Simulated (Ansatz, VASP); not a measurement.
One calculation of Al, two programs

```xyz
1
Lattice="0.0000 1.9693 1.9693 1.9693 0.0000 1.9693 1.9693 1.9693 0.0000" Properties=species:S:1:pos:R:3 pbc="T T T"
Al    0.0000    0.0000    0.0000
```

Alike in both runs: task single point; functional LDA; k mesh 12 × 12 × 12; no spin polarisation.

|  | VASP | Ansatz |
| --- | --- | --- |
| version | VASP 6.6.1 | Ansatz 0.2.0 |
| potentials or method | VASP PAW LDA potentials, release 64 (Al), cutoff 520 eV | plane waves, PAW |
| occupations | fermi-dirac, width 0.1 eV | fermi-dirac |
| valence electrons in the cell | 3 | 3 |

Ansatz gave:

```
pressure (GPa) : 3.3
```

Question: Estimate VASP's values.

Answer: Pressure (GPa): 3.4.

LDA's correlation is that of Perdew and Zunger in VASP and of Perdew and Wang (1992) in Ansatz.
